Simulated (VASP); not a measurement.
Here is a VASP 6.6.1 calculation.

The input INCAR:

```
ALGO = Normal ; EDIFF = 1E-6
ENCUT = 500 ; GGA = PE
GGA_COMPAT = False ; ISIF = 2
ISMEAR = 0 ; LASPH = True
LCHARG = False ; LMAXMIX = 6
LREAL = False ; LWAVE = False
NBANDS = 34 ; NELM = 200
PREC = Accurate ; SIGMA = 0.2
```

Contents of KPOINTS:

```
k-points
0
Gamma
  4 4 2
```

Contents of POSCAR:

```
Tb3YPb
1.0
    5.3173685726      0.0000000031      0.0000000000
   -2.6586842890      4.6049762636      0.0000000000
    0.0000000000      0.0000000000      6.6435734063
Tb Y Pb
3 1 1
Direct
    0.0000000000      0.0000000000     -0.0772791235
    0.3333333333      0.6666666667      0.3791026197
    0.6666666667      0.3333333333      0.6514199651
    0.3333333333      0.6666666667      0.8950378279
    0.6666666667      0.3333333333      0.1517187107
```

Potentials or basis: VASP PAW PBE potentials, release 64 (Tb_3, Y_sv, Pb_d), 4f in core.

Command:

```sh
$ cat potpaw_PBE.64/Tb_3/POTCAR potpaw_PBE.64/Y_sv/POTCAR potpaw_PBE.64/Pb_d/POTCAR > POTCAR
$ mpirun -np 1 vasp_std > vasp.out
```

(1) Estimate the largest force.

(2) Predict the pressure.

(3) Estimate the band gap on the k mesh.

Answers

(1) 0.037 eV/Å.

(2) 0.4 GPa.

(3) zero (bands 26 and 27 overlap by 0.58 eV).

Caveat: the k points lie up to 0.47 Å⁻¹ apart, too coarse for converged energies and pressures of a metal; spin-orbit coupling is left out, which moves the levels of the heavy elements; the 4f electrons are frozen in the core, so they carry no moment and show no levels.
